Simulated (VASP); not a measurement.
A run of VASP 6.6.1 is set up as follows.

Contents of POSCAR:

```
HfN
1.0
    3.1339080000      0.0000000000      0.0000000000
   -1.5669540000      2.7140440000      0.0000000000
    0.0000000000      0.0000000000      5.4167680000
Hf N
2 2
Direct
    0.6666666667      0.3333333333      0.7500000000
    0.3333333333      0.6666666667      0.2500000000
    0.0000000000      0.0000000000      0.0000000000
    0.0000000000      0.0000000000      0.5000000000
```

Contents of INCAR.step1:

```
ALGO = Normal ; EDIFF = 1E-4
ENCUT = 520 ; GGA = PE
ISMEAR = 0 ; LASPH = T
LCHARG = F ; LREAL = F
LWAVE = T ; NBANDS = 23
NELM = 60 ; PREC = Accurate
SIGMA = 0.05
```

Contents of INCAR.step2:

```
ALGO = Normal ; EDIFF = 1E-6
ENCUT = 520 ; ISIF = 2
ISMEAR = 0 ; ISTART = 1
LASPH = T ; LCHARG = T
LELF = T ; LMIXTAU = T
LREAL = F ; LVHAR = T
LWAVE = F ; METAGGA = R2SCAN
NBANDS = 23 ; NELM = 60
PREC = Accurate ; SIGMA = 0.05
```

KPOINTS

```
k-points
0
Gamma
  8 8 4
```

Potentials or basis: VASP PAW PBE potentials, release 64 (Hf_pv, N).

Run with:

```console
$ cat potpaw_PBE.64/Hf_pv/POTCAR potpaw_PBE.64/N/POTCAR > POTCAR
$ cp INCAR.step1 INCAR
$ mpirun -np 1 vasp_std > vasp.out
$ cp INCAR.step2 INCAR
$ mpirun -np 1 vasp_std > vasp.out
```

(1) Predict the pressure.

(2) What does it give for the band gap on the k mesh?

Results:

(1) 0.1 GPa.

(2) zero (band 15 reaches 9.94 eV, above the bottom of band 16 at 7.49 eV).

Caveat: the PAW data sets were made with another functional, which shifts forces and pressure a little; spin-orbit coupling is left out, which moves the levels of the heavy elements.
